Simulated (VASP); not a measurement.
Al: single point with PBE

Wire: Al, a wire with vacuum.

```
Al
1.0
    13.00000    0.00000    0.00000
     0.00000   13.30000    0.00000
     0.00000    0.00000    3.80238
Al
6
Cartesian
  8.4821 8.6366 0.0000
  4.5857 6.6839 1.9012
  8.4430 6.6067 1.9012
  6.5369 4.7327 1.9012
  6.4546 8.5938 1.9012
  6.5184 6.6671 0.0000
```

```yaml
Program: VASP 6.6.1
Task: single point
Functional: PBE
Potentials_or_basis: VASP PAW PBE potentials, release 64 (Al)
Cutoff: 400 eV
k_mesh: 1 × 1 × 13
Occupations: gaussian, width 0.05 eV
Spin: no spin polarisation
Dipole_correction: no
Further_INCAR_settings: ALGO = Normal; EDIFF = 1e-06; NBANDS = 18
```

- Largest force: 0.026 eV/Å
- Band gap on the k mesh: zero (band 9 reaches -2.33 eV, above the bottom of band 10 at -2.73 eV)

Forces on the atoms (eV/Å):
```
Al  -0.019 -0.018  0.000
Al  -0.002  0.013  0.000
Al  -0.004  0.013  0.000
Al   0.014 -0.003  0.000
Al   0.013 -0.004  0.000
Al  -0.002 -0.002  0.000
```

Levels at points of the mesh, in eV from the Fermi level:
| k point | band 5 | band 6 | band 7 | band 8 | band 9 | band 10 | band 11 | band 12 | band 13 | band 14 |
| --- | --- | --- | --- | --- | --- | --- | --- | --- | --- | --- |
| (0.00, 0.00, 0.00) | -2.98 | -1.66 | -0.34 | -0.28 | -0.14 | 0.57 | 1.69 | 1.84 | 2.24 | 2.73 |

Run time: 99 s on 1 thread of AMD EPYC 7R43 64-Core Processor (Zen 3) (shared host), peak memory 0.45 GiB.
